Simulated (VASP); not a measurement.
# HC18F in VASP: notebook

The runs below take HC18F through single point, with PBE+D3(BJ).

Program: VASP 6.6.1. These are calculated values, not measurements. Logs are shortened: lines on timing, memory, paths and dates and some standing lists are left out, and cuts for length are marked.

### 1 The cell of the first run

The cell holds a slab with vacuum, 20 atoms: a = 7.398 Å, b = 7.398 Å, c = 11.000 Å, α = 90.00°, β = 90.00°, γ = 120.00°.

### 2 Single point, PBE+D3(BJ)

File INCAR:

```
ALGO     = Normal         # electronic algorithm
EDIFF    = 1E-6           # SCF threshold, eV
ENCUT    = 520            # plane-wave cutoff, eV
GGA      = PE             # functional
ISIF     = 2              # what is computed and relaxed
ISMEAR   = 0              # smearing method
IVDW     = 12             # dispersion correction
LASPH    = T              # aspherical terms in the spheres
LCHARG   = F              # write CHGCAR
LREAL    = Auto         
LWAVE    = F              # write WAVECAR
NBANDS   = 56             # bands
NELM     = 80             # most SCF steps
PREC     = Accurate       # precision mode
SIGMA    = 0.02           # smearing width, eV
```

File KPOINTS:

```
k-points
0
Gamma
  2 2 1
```

File POSCAR:

```
HC18F
1.0
    7.3980000000      0.0000000000      0.0000000000
   -3.6990000000      6.4068560000      0.0000000000
    0.0000000000      0.0000000000     11.0000000000
C F H
18 1 1
Direct
    0.0117814647     -0.0057312042      0.0855756364
    0.2346151855      0.1056872513      0.0856397273
    0.0133862365      0.3270349763      0.0856921818
    0.2329117311      0.4366731514      0.0856861818
    0.0110710007      0.6585980706      0.0855930000
    0.2351621617      0.7706784732      0.0855505455
    0.3466815571     -0.0063216654      0.0855570909
    0.5662575286      0.1036553654      0.0856655455
    0.3444075842      0.3252671825      0.0856991818
    0.5685859238      0.4372859324      0.0856639091
    0.3446820863      0.6606791225      0.0856747273
    0.5678878673      0.7721823309      0.0860039091
    0.6779525244     -0.0076986278      0.0858633636
    0.9022031948      0.1042174196      0.0856753636
    0.6784618318      0.3276479134      0.0856782727
    0.9012786550      0.4390209488      0.0856947273
    0.6802182338      0.6600877248      0.0856408182
    0.8997210839      0.7700961283      0.0855473636
    0.5999413961      0.8438681937      0.3698572727
    0.5990746291      0.8430684254      0.2844050000
```

Potentials or basis: VASP PAW PBE potentials, release 64 (C, F, H).

Run with:

```bash
> cat potpaw_PBE.64/C/POTCAR potpaw_PBE.64/F/POTCAR potpaw_PBE.64/H/POTCAR > POTCAR
> mpirun -np 1 vasp_std > vasp.out
```

OUTCAR:

```text
EDIFF = 1E-6
   ENCUT = 520
   GGA = PE
   ISIF = 2
   ISMEAR = 0
   IVDW = 12
   LASPH = T
   LREAL = Auto
   NELM = 80
   PREC = Accurate
 IVDW          = 12

 ion  position               nearest neighbor table
   1  0.012  0.994  0.086-  14 1.41   2 1.43  18 1.44
   2  0.235  0.106  0.086-   9 1.41   1 1.43   7 1.44
   3  0.013  0.327  0.086-   4 1.41  14 1.43  16 1.44
   4  0.233  0.437  0.086-   3 1.41   9 1.43  11 1.44
   5  0.011  0.659  0.086-  16 1.41  18 1.43   6 1.44
   6  0.235  0.771  0.086-  11 1.41   7 1.43   5 1.44
[... 10 lines left out ...]
  17  0.680  0.660  0.086-  18 1.41  10 1.43  12 1.44
  18  0.900  0.770  0.086-  17 1.41   5 1.43   1 1.44
  19  0.600  0.844  0.370-  20 0.94
  20  0.599  0.843  0.284-  19 0.94

  LATTYP: Found a hexagonal cell.
 ALAT       =     7.3980000000
 C/A-ratio  =     1.4868883482

  Lattice vectors:

 A1 = (   7.3980000000,   0.0000000000,   0.0000000000)
 A2 = (  -3.6990000000,   6.4068560000,   0.0000000000)
 A3 = (   0.0000000000,   0.0000000000,  11.0000000000)

Analysis of symmetry for initial positions (statically):
=====================================================================
 Subroutine PRICEL returns:
 Original cell was already a primitive cell.

 Routine SETGRP: Setting up the symmetry group for a
 hexagonal supercell.

 Subroutine GETGRP returns: Found  1 space group operations
 (whereof  1 operations were pure point group operations)
 out of a pool of 24 trial point group operations.

The static configuration has the point symmetry C_1 .

Analysis of symmetry for dynamics (positions and initial velocities):
=====================================================================
 Subroutine PRICEL returns:
 Original cell was already a primitive cell.

 Routine SETGRP: Setting up the symmetry group for a
 hexagonal supercell.

 Subroutine GETGRP returns: Found  1 space group operations
 (whereof  1 operations were pure point group operations)
 out of a pool of 24 trial point group operations.

The dynamic configuration has the point symmetry C_1 .

 Subroutine INISYM returns: Found  1 space group operations
 (whereof  1 operations are pure point group operations),
 and found     1 'primitive' translations

----------------------------------------------------------------------------------------

                                     Primitive cell

  volume of cell :     521.3771

  direct lattice vectors                    reciprocal lattice vectors
     7.398000000  0.000000000  0.000000000     0.135171668  0.078041398  0.000000000
    -3.699000000  6.406856000  0.000000000     0.000000000  0.156082796  0.000000000
     0.000000000  0.000000000 11.000000000     0.000000000  0.000000000  0.090909091

  length of vectors
     7.398000000  7.398000054 11.000000000     0.156082797  0.156082796  0.090909091

  position of ions in fractional coordinates (direct lattice)
     0.011781465  0.994268796  0.085575636
     0.234615185  0.105687251  0.085639727
     0.013386236  0.327034976  0.085692182
     0.232911731  0.436673151  0.085686182
     0.011071001  0.658598071  0.085593000
     0.235162162  0.770678473  0.085550545
[... 12 lines left out ...]
     0.599941396  0.843868194  0.369857273
     0.599074629  0.843068425  0.284405000

  ion indices of the primitive-cell ions
   primitive index   ion index
                 1           1
                 2           2
                 3           3
                 4           4
                 5           5
                 6           6
[... 12 lines left out ...]
                19          19
                20          20

----------------------------------------------------------------------------------------

 KPOINTS: k-points

Automatic generation of k-mesh.
 Grid dimensions read from file:
 generate k-points for:    2    2    1

 Generating k-lattice:

  Cartesian coordinates                     Fractional coordinates (reciprocal lattice)
     0.067585834  0.039020699  0.000000000     0.500000000 -0.000000000  0.000000000
     0.000000000  0.078041398  0.000000000     0.000000000  0.500000000  0.000000000
     0.000000000  0.000000000  0.090909091     0.000000000  0.000000000  1.000000000

  Length of vectors
     0.078041399  0.078041398  0.090909091

  Shift w.r.t. Gamma in fractional coordinates (k-lattice)
     0.000000000  0.000000000  0.000000000

 Subroutine IBZKPT returns following result:
 ===========================================

 Found      4 irreducible k-points:

 Following reciprocal coordinates:
            Coordinates               Weight
  0.000000  0.000000  0.000000      1.000000
  0.500000 -0.000000  0.000000      1.000000
  0.000000  0.500000  0.000000      1.000000
  0.500000  0.500000  0.000000      1.000000
   k-points           NKPTS =      4   k-points in BZ     NKDIM =      4   number of bands    NBANDS=     56
   number of dos      NEDOS =    301   number of ions     NIONS =     20
   total plane-waves  NPLWV = 263424
   dimension x,y,z NGX =    56 NGY =   56 NGZ =   84
   dimension x,y,z NGXF=   112 NGYF=  112 NGZF=  168
   ions per type =              18   1   1
   NGX,Y,Z   is equivalent  to a cutoff of  12.58, 12.58, 12.70 a.u.
   NGXF,Y,Z  is equivalent  to a cutoff of  25.17, 25.17, 25.39 a.u.
 SYSTEM =  unknown system
   PREC   = accura    normal or accurate (medium, high low for compatibility)
   ISTART =      0    job   : 0-new  1-cont  2-samecut
   ICHARG =      2    charge: 1-file 2-atom 10-const
   ISPIN  =      1    spin polarized calculation?
   LNONCOLLINEAR =      F non collinear calculations
   LSORBIT =      F    spin-orbit coupling
   LASPH  =      T    aspherical Exc in radial PAW
   ENCUT  =  520.0 eV  38.22 Ry    6.18 a.u.  13.76 13.76 20.45*2*pi/ulx,y,z
   NELM   =     80;   NELMIN=  2; NELMDL= -5     # of ELM steps
   EDIFF  = 0.1E-05   stopping-criterion for ELM
   LREAL  =      T    real-space projection
   EDIFFG = 0.1E-04   stopping-criterion for IOM
   NSW    =      0    number of steps for IOM
   IBRION =     -1    ionic relax: 0-MD 1-quasi-New 2-CG
   NFREE  =      0    steps in history (QN), initial steepest desc. (CG)
   ISIF   =      2    stress and relaxation
   ISYM   =      2    0-nonsym 1-usesym 2-fastsym
   POTIM  = 0.5000    time-step for ionic-motion
   TEBEG  =    0.0;   TEEND  =   0.0 temperature during run
   PSTRESS=    0.0 pullay stress
   NELECT =      80.0000    total number of electrons
   NUPDOWN=      -1.0000    fix difference up-down
   EMIN   =  10.00;   EMAX   =-10.00  energy-range for DOS
   EFERMI =   0.00;   METHOD = LEGACY
   ISMEAR =     0;   SIGMA  =   0.02  broadening in eV -4-tet -1-fermi 0-gaus
   EFERMI_NEDOS =   21; number of points for ismear=-14 and -15
   IALGO  =     38    algorithm
   IMIX   =      4    mixing-type and parameters
     AMIX     =   0.40;   BMIX     =  1.00
     AMIX_MAG =   1.60;   BMIX_MAG =  1.00
  volume/ion in A,a.u.               =      26.07       175.92
  Fermi-wavevector in a.u.,A,eV,Ry     =   0.876437  1.656226 10.451210  0.768142
  Thomas-Fermi vector in A             =   1.996247
   LORBIT       =      0    0 simple, 1 ext, 2 COOP (PROOUT), +10 PAW based schemes
   GGA     = PE    functional components
   LHFCALC =     F    Hartree Fock is set to
   AEXX    =    0.0000 exact exchange contribution
   IVDW    =    12    specifies the selected vdW correction
   LEPSILON=     F    determine dielectric tensor
   LRPA    =     F    only Hartree local field effects (RPA)
 non-spin polarized calculation
 Gauss-broadening in eV      SIGMA  =   0.02
  energy-cutoff  :      520.00
  volume of cell :      521.38
 maximum number of plane-waves:     14099
 NGX is ok and might be reduce to    56
   NGX = 27   NGY = 27   NGZ = 41

 number of electron      80.0000003 magnetization

 Free energy of the ion-electron system (eV)
  ---------------------------------------------------
  ext. energy  EPLUGINS =         0.00000000
  ---------------------------------------------------
  free energy    TOTEN  =      -173.57171291 eV

  energy without entropy =     -173.57171291  energy(sigma->0) =     -173.57171291

 E-fermi :  -1.7827     XC(G=0):  -4.2999

 val. band max:       -1.8791096638   @ k =   0.0000   0.0000   0.0000
 cond. band min:      -1.6922550539   @ k =   0.0000   0.0000   0.0000
 fundamental gap:      0.1868546099
 Fermi energy:        -1.7827029956

 k-point     1 :       0.0000    0.0000    0.0000
  band No.  band energies     occupation
      1     -26.7176      2.00000
      2     -21.3120      2.00000
      3     -18.8190      2.00000
      4     -18.7712      2.00000
      5     -18.7606      2.00000
      6     -18.7316      2.00000
[... 44 lines left out ...]
     51       3.9890      0.00000
     52       4.5432      0.00000

 k-point     2 :       0.5000   -0.0000    0.0000
  band No.  band energies     occupation
      1     -26.7176      2.00000
      2     -20.6763      2.00000
      3     -20.6398      2.00000
      4     -19.4122      2.00000
      5     -19.3171      2.00000
      6     -16.9335      2.00000
[... 44 lines left out ...]
     51       4.3466      0.00000
     52       4.5336      0.00000

 k-point     3 :       0.0000    0.5000    0.0000
  band No.  band energies     occupation
      1     -26.7175      2.00000
      2     -20.6766      2.00000
      3     -20.6397      2.00000
      4     -19.4017      2.00000
      5     -19.3284      2.00000
      6     -16.9189      2.00000
[... 44 lines left out ...]
     51       4.3423      0.00000
     52       4.5135      0.00000

 k-point     4 :       0.5000    0.5000    0.0000
  band No.  band energies     occupation
      1     -26.7176      2.00000
      2     -20.6764      2.00000
      3     -20.6398      2.00000
      4     -19.4129      2.00000
      5     -19.3163      2.00000
      6     -16.9350      2.00000
[... 44 lines left out ...]
     51       4.3472      0.00000
     52       4.5364      0.00000
 [bands above 52 left out]

------------------------ aborting loop because EDIFF is reached ----------------------------------------

 Edisp (eV)   -1.70097

 E8    (eV) :    -0.5217

  FORCE on cell =-STRESS in cart. coord.  units (eV):
  Direction    XX          YY          ZZ          XY          YZ          ZX
  --------------------------------------------------------------------------------------
  -------------------------------------------------------------------------------------
  Total       1.13916     1.18182    -0.02027     0.00095     0.00760    -0.01023
  in kB       3.50062     3.63171    -0.06230     0.00292     0.02334    -0.03144
  external pressure =        2.36 kB  Pullay stress =        0.00 kB

 VOLUME and BASIS-vectors are now :
 -----------------------------------------------------------------------------
  energy-cutoff  :      520.00
  volume of cell :      521.38
      direct lattice vectors                 reciprocal lattice vectors
     7.398000000  0.000000000  0.000000000     0.135171668  0.078041398  0.000000000
    -3.699000000  6.406856000  0.000000000     0.000000000  0.156082796  0.000000000
     0.000000000  0.000000000 11.000000000     0.000000000  0.000000000  0.090909091

 POSITION                                       TOTAL-FORCE (eV/Angst)
 -----------------------------------------------------------------------------------
     -3.59064      6.37014      0.94133         0.003466     -0.016506     -0.000655
      1.34475      0.67712      0.94204         0.006132     -0.010129      0.002142
     -1.11067      2.09527      0.94261        -0.013726     -0.003658      0.001961
      0.10783      2.79770      0.94255         0.004391      0.007168      0.003571
     -2.35425      4.21954      0.94152         0.007063      0.009878     -0.001939
     -1.11101      4.93763      0.94106        -0.012461      0.002543     -0.000156
[... 12 lines left out ...]
      1.31690      5.40654      4.06843        -0.001723      0.005002      0.265449
      1.31344      5.40142      3.12845        -0.001391     -0.001289     -0.271696
 -----------------------------------------------------------------------------------
    total drift:                                0.024475      0.004002      0.029878

  FREE ENERGIE OF THE ION-ELECTRON SYSTEM (eV)
  ---------------------------------------------------
  free  energy   TOTEN  =      -175.2726821865 eV

  energy  without entropy=     -175.2726821865  energy(sigma->0) =     -175.27268219
```

Run time: 2.8 min. Hardware: 1 thread of Intel Xeon Platinum 8488C (Sapphire Rapids), shared host; peak memory 0.59 GiB.

What came out:

```
Free energy                : -175.2727 eV
Largest force              : 0.272 eV/Å
Band gap on the k mesh     : 0.19 eV, direct
Dispersion energy per atom : -0.085 eV
```

Forces in eV/Å, atoms in the order of the input:
```
C    0.003 -0.017 -0.001
C    0.006 -0.010  0.002
C   -0.014 -0.004  0.002
C    0.004  0.007  0.004
C    0.007  0.010 -0.002
C   -0.012  0.003  0.000
C   -0.013  0.002  0.001
C    0.002  0.008  0.000
C    0.007  0.015  0.001
C   -0.019  0.001  0.001
C    0.010 -0.017 -0.003
C    0.001 -0.019  0.001
C    0.006  0.019  0.003
C   -0.004  0.013 -0.002
C    0.007 -0.010  0.000
C    0.018 -0.014  0.005
C   -0.017 -0.004 -0.002
C    0.008  0.013 -0.003
F   -0.002  0.005  0.265
H   -0.001 -0.001 -0.272
```

Levels at points of the mesh, in eV from the valence-band top:
```csv
k point,band 36,band 37,band 38,band 39,band 40,band 41,band 42,band 43,band 44,band 45
"(0.00, 0.00, 0.00)",-4.33,-2.95,-2.95,-0.06,0.00,0.19,0.22,3.45,4.79,4.89
"(0.50, 0.00, 0.00)",-2.63,-2.58,-2.52,-2.51,-2.26,1.77,2.53,2.58,2.64,2.66
"(0.00, 0.50, 0.00)",-2.59,-2.58,-2.55,-2.53,-2.26,1.75,2.53,2.57,2.64,2.69
"(0.50, 0.50, 0.00)",-2.64,-2.58,-2.53,-2.51,-2.26,1.77,2.54,2.58,2.63,2.66
```

Caveat: the k points lie up to 0.49 Å⁻¹ apart.

(Part 1 of 2 ends here.)
